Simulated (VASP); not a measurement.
# LiAl4O (Cmmm) in VASP: a series of runs

LiAl4O is run at these levels: PBE; tasks: single point.

All numbers are computed with VASP 6.6.1; they aren't measurements. Logs are shortened: lines on timing, memory, paths and dates and some standing lists are left out, and cuts for length are marked.

### 1 The cell of the first run

Symmetry: Cmmm, No. 65, orthorhombic system. The conventional cell has a = 4.991 Å, b = 8.391 Å, c = 4.024 Å, α = 90.00°, β = 90.00°, γ = 90.00°. Li (site symmetry mmm) has 8 Al at 2.44 to 2.46 Å within 3.2 Å. Al (site symmetry m2m) has 2 Li at 2.46 Å and 7 Al at 2.46 to 2.85 Å and 3 O at 2.78 to 2.87 Å within 3.2 Å. Within 3.2 Å of Al (site symmetry 2/m) lie 2 Li at 2.44 Å and 6 Al at 2.46 to 2.50 Å and 4 O at 3.16 Å. O (site symmetry mmm) has 14 Al at 2.78 to 3.16 Å and 4 Li at 3.21 Å within 3.7 Å.

### 2 Single point, PBE

Input file INCAR:

```
ALGO = Normal
EDIFF = 1E-7
ENCUT = 520
GGA = PE
ISIF = 2
ISMEAR = 0
LASPH = T
LCHARG = F
LREAL = F
LWAVE = F
NBANDS = 20
NELM = 100
PREC = Accurate
SIGMA = 0.1
```

Input file KPOINTS:

```
k-points
0
Gamma
  4 4 4
```

Input file POSCAR:

```
LiAl4O
1.0
    2.4954046200     -4.1954064600      0.0000000000
    2.4954046200      4.1954064600      0.0000000000
    0.0000000000      0.0000000000      4.0244327700
Li Al O
1 4 1
Direct
    0.0000000000      0.0000000000      0.5000000000
    0.1683408000      0.8316592000      0.0000000000
    0.8316592000      0.1683408000      0.0000000000
    0.0000000000      0.5000000000      0.5000000000
    0.5000000000      0.0000000000      0.5000000000
    0.5000000000      0.5000000000      0.0000000000
```

Potentials or basis: VASP PAW PBE potentials, release 64 (Li_sv, Al, O).

Command:

```
> cat potpaw_PBE.64/Li_sv/POTCAR potpaw_PBE.64/Al/POTCAR potpaw_PBE.64/O/POTCAR > POTCAR
> mpirun -np 1 vasp_std > vasp.out
```

OUTCAR:

```text
EDIFF = 1E-7
   ENCUT = 520
   GGA = PE
   ISIF = 2
   ISMEAR = 0
   LASPH = T
   LREAL = F
   NELM = 100
   PREC = Accurate

 ion  position               nearest neighbor table
   1  0.000  0.000  0.500-   4 2.44   5 2.44   4 2.44   5 2.44   2 2.46   3 2.46   2 2.46   3 2.46

   2  0.168  0.832  0.000-   1 2.46   1 2.46   5 2.46   4 2.46   4 2.46   5 2.46   3 2.83   3 2.85
                             3 2.85
   3  0.832  0.168  0.000-   1 2.46   1 2.46   5 2.46   4 2.46   4 2.46   5 2.46   2 2.83   2 2.85
                             2 2.85
   4  0.000  0.500  0.500-   1 2.44   1 2.44   3 2.46   2 2.46   3 2.46   2 2.46   5 2.50   5 2.50

   5  0.500  0.000  0.500-   1 2.44   1 2.44   3 2.46   2 2.46   3 2.46   2 2.46   4 2.50   4 2.50

   6  0.500  0.500  0.000-

  LATTYP: Found a base centered orthorhombic cell.
 ALAT       =     4.9908092400
 B/A-ratio  =     1.6812529825
 C/A-ratio  =     0.8063687824

  Lattice vectors:

 A1 = (   2.4954046200,  -4.1954064600,   0.0000000000)
 A2 = (   2.4954046200,   4.1954064600,   0.0000000000)
 A3 = (   0.0000000000,   0.0000000000,   4.0244327700)

Analysis of symmetry for initial positions (statically):
=====================================================================
 Subroutine PRICEL returns:
 Original cell was already a primitive cell.

 Routine SETGRP: Setting up the symmetry group for a
 base centered orthorhombic supercell.

 Subroutine GETGRP returns: Found  8 space group operations
 (whereof  8 operations were pure point group operations)
 out of a pool of  8 trial point group operations.

The static configuration has the point symmetry D_2h.

Analysis of symmetry for dynamics (positions and initial velocities):
=====================================================================
 Subroutine PRICEL returns:
 Original cell was already a primitive cell.

 Routine SETGRP: Setting up the symmetry group for a
 base centered orthorhombic supercell.

 Subroutine GETGRP returns: Found  8 space group operations
 (whereof  8 operations were pure point group operations)
 out of a pool of  8 trial point group operations.

The dynamic configuration has the point symmetry D_2h.

 Subroutine INISYM returns: Found  8 space group operations
 (whereof  8 operations are pure point group operations),
[... 98 lines left out ...]
   ENCUT  =  520.0 eV  38.22 Ry    6.18 a.u.   9.08  9.08  7.48*2*pi/ulx,y,z
   NELM   =    100;   NELMIN=  2; NELMDL= -5     # of ELM steps
   EDIFF  = 0.1E-06   stopping-criterion for ELM
   LREAL  =      F    real-space projection
   EDIFFG = 0.1E-05   stopping-criterion for IOM
   NSW    =      0    number of steps for IOM
   IBRION =     -1    ionic relax: 0-MD 1-quasi-New 2-CG
   NFREE  =      0    steps in history (QN), initial steepest desc. (CG)
   ISIF   =      2    stress and relaxation
   ISYM   =      2    0-nonsym 1-usesym 2-fastsym
   POTIM  = 0.5000    time-step for ionic-motion
   TEBEG  =    0.0;   TEEND  =   0.0 temperature during run
   PSTRESS=    0.0 pullay stress
   NELECT =      21.0000    total number of electrons
   NUPDOWN=      -1.0000    fix difference up-down
   EMIN   =  10.00;   EMAX   =-10.00  energy-range for DOS
   EFERMI =   0.00;   METHOD = LEGACY
   ISMEAR =     0;   SIGMA  =   0.10  broadening in eV -4-tet -1-fermi 0-gaus
   EFERMI_NEDOS =   21; number of points for ismear=-14 and -15
   IALGO  =     38    algorithm
   IMIX   =      4    mixing-type and parameters
     AMIX     =   0.40;   BMIX     =  1.00
     AMIX_MAG =   1.60;   BMIX_MAG =  1.00
  volume/ion in A,a.u.               =      14.04        94.78
  Fermi-wavevector in a.u.,A,eV,Ry     =   1.030223  1.946840 14.440680  1.061360
  Thomas-Fermi vector in A             =   2.164311
   LORBIT       =      0    0 simple, 1 ext, 2 COOP (PROOUT), +10 PAW based schemes
   GGA     = PE    functional components
   LHFCALC =     F    Hartree Fock is set to
   AEXX    =    0.0000 exact exchange contribution
   IVDW    =     0    specifies the selected vdW correction
   LEPSILON=     F    determine dielectric tensor
   LRPA    =     F    only Hartree local field effects (RPA)
 non-spin polarized calculation
 Gauss-broadening in eV      SIGMA  =   0.10
  energy-cutoff  :      520.00
  volume of cell :       84.27
 maximum number of plane-waves:      2298
   NGX = 19   NGY = 19   NGZ = 15

 number of electron      20.9999998 magnetization

 Free energy of the ion-electron system (eV)
  ---------------------------------------------------
  ext. energy  EPLUGINS =         0.00000000
  ---------------------------------------------------
  free energy    TOTEN  =       -18.68221836 eV

  energy without entropy =      -18.66662247  energy(sigma->0) =      -18.67442042

 E-fermi :   6.4832     XC(G=0):  -9.9901

 val. band max:        6.4777402583   @ k =   0.2500   0.0000   0.2500
 cond. band min:       6.6075766959   @ k =   0.0000   0.0000   0.2500
 fundamental gap:      0.1298364376
 Fermi energy:         6.4832471856

 k-point     1 :       0.0000    0.0000    0.0000
  band No.  band energies     occupation
      1     -39.7160      2.00000
      2     -10.0830      2.00000
      3      -3.4291      2.00000
      4       1.2791      2.00000
      5       2.7184      2.00000
      6       2.8776      2.00000
[... 472 lines left out ...]
     19      13.9222      0.00000
     20      14.8031      0.00000

------------------------ aborting loop because EDIFF is reached ----------------------------------------

  FORCE on cell =-STRESS in cart. coord.  units (eV):
  Direction    XX          YY          ZZ          XY          YZ          ZX
  --------------------------------------------------------------------------------------
  -------------------------------------------------------------------------------------
  Total        9.9622522      3.6932775     17.3544324      0.0000000      0.0000000      0.0000000
  in kB      189.4167683     70.2219412    329.9676074      0.0000000      0.0000000      0.0000000
  external PRESSURE =     196.5354389 kB  Pullay stress =       0.0000000 kB

 VOLUME and BASIS-vectors are now :
 -----------------------------------------------------------------------------
  energy-cutoff  :      520.00
  volume of cell :       84.27
      direct lattice vectors                 reciprocal lattice vectors
     2.495404620 -4.195406460  0.000000000     0.200368307 -0.119177964  0.000000000
     2.495404620  4.195406460  0.000000000     0.200368307  0.119177964  0.000000000
     0.000000000  0.000000000  4.024432770     0.000000000  0.000000000  0.248482223

 POSITION                                       TOTAL-FORCE (eV/Angst)
 -----------------------------------------------------------------------------------
      0.00000      0.00000      2.01222         0.000000     -0.000000      0.000000
      2.49540      2.78289      0.00000         0.000000      0.582220     -0.000000
      2.49540     -2.78289      0.00000         0.000000     -0.582220     -0.000000
      1.24770      2.09770      2.01222         0.000000     -0.000000      0.000000
      1.24770     -2.09770      2.01222         0.000000     -0.000000      0.000000
      2.49540      0.00000      0.00000        -0.000000      0.000000      0.000000
 -----------------------------------------------------------------------------------
    total drift:                                0.000000      0.000000      0.000000

  FREE ENERGIE OF THE ION-ELECTRON SYSTEM (eV)
  ---------------------------------------------------
  free  energy   TOTEN  =       -18.6822183598 eV

  energy  without entropy=      -18.6666224703  energy(sigma->0) =      -18.67442042
```

stdout:

```text
POSCAR found type information on POSCAR LiAlO
 POSCAR found :  3 types and       6 ions
 scaLAPACK will be used
 LDA part: xc-table for (Slater+PW92), standard interpolation
 POSCAR, INCAR and KPOINTS ok, starting setup
 FFT: planning ... GRIDC
 FFT: planning ... GRID_SOFT
 FFT: planning ... GRID
 WAVECAR not read
 entering main loop
```

Wall time 34 s (1 thread of AMD EPYC 9R45 (Zen 5), shared host); peak memory 0.16 GiB.

Results:

- Free energy: -18.6822 eV
- Largest force: 0.582 eV/Å

Forces in eV/Å, atoms in the order of the input:
```
Li   0.000  0.000  0.000
Al   0.000  0.582  0.000
Al   0.000 -0.582  0.000
Al   0.000  0.000  0.000
Al   0.000  0.000  0.000
O    0.000  0.000  0.000
```

Caveat: the k points lie up to 0.39 Å⁻¹ apart; the cutoff is under 1.25 times the usual one of these potentials, so pressure, stress and relaxed cells hold a basis-set (Pulay) error; an odd number of electrons without spin polarisation forces a metal; a magnetic or distorted state may lie lower.

### 3 Single point, PBE

This run uses another cell than the first one, of 20.30 Å³/atom, 1.445 times its volume.

Input file INCAR:

```
ALGO = Normal
EDIFF = 1E-6
ENCUT = 520
GGA = PE
ISIF = 2
ISMEAR = 0
LASPH = True
LCHARG = False
LREAL = False
LWAVE = False
NBANDS = 20
NELM = 80
PREC = Accurate
SIGMA = 0.1
```

KPOINTS is that of step 2.

Input file POSCAR:

```
LiAl4O
1.0
    2.4601644966     -5.3570155654      0.0000000000
    2.4601644966      5.3570155654      0.0000000000
    0.0000000000      0.0000000000      4.6199261959
Li Al O
1 4 1
Direct
    0.0000000000      0.0000000000      0.5000000000
    0.3381832941      0.6618167059      0.0000000000
    0.6618167059      0.3381832941      0.0000000000
    0.0000000000      0.5000000000      0.5000000000
    0.5000000000      0.0000000000      0.5000000000
    0.5000000000      0.5000000000      0.0000000000
```

Potentials or basis: VASP PAW PBE potentials, release 64 (Li_sv, Al, O).

Command:

```
> cat potpaw_PBE.64/Li_sv/POTCAR potpaw_PBE.64/Al/POTCAR potpaw_PBE.64/O/POTCAR > POTCAR
> mpirun -np 1 vasp_std > vasp.out
```

Wall time 69 s (1 thread of AMD EPYC 9R45 (Zen 5), shared host); peak memory 0.23 GiB.

It converged, with:

```yaml
Free_energy: -24.6239 eV
Largest_force: 0.028 eV/Å
```

Forces in eV/Å, atoms in the order of the input:
```
Li   0.000  0.000  0.000
Al   0.000  0.028  0.000
Al   0.000 -0.028  0.000
Al   0.000  0.000  0.000
Al   0.000  0.000  0.000
O    0.000  0.000  0.000
```

Levels at points of the mesh, in eV from the Fermi level:
```csv
k point,band 9,band 10,band 11,band 12,band 13,band 14
"(0.00, 0.00, 0.00)",-1.78,-1.73,-1.40,1.45,1.94,2.27
"(0.50, 0.00, 0.00)",-1.10,-0.65,-0.63,-0.09,0.23,2.98
"(0.50, 0.50, 0.00)",-2.39,-1.86,-1.08,2.54,2.63,3.24
"(0.00, 0.00, 0.50)",-1.53,-1.07,-0.50,0.05,1.88,2.32
"(0.50, 0.00, 0.50)",-3.43,-0.63,-0.07,1.37,2.05,4.05
"(0.50, 0.50, 0.50)",-1.15,-1.12,-0.85,-0.52,0.43,3.53
```

Caveat: the cutoff is under 1.25 times the usual one of these potentials, so pressure, stress and relaxed cells hold a basis-set (Pulay) error; an odd number of electrons without spin polarisation forces a metal; a magnetic or distorted state may lie lower.
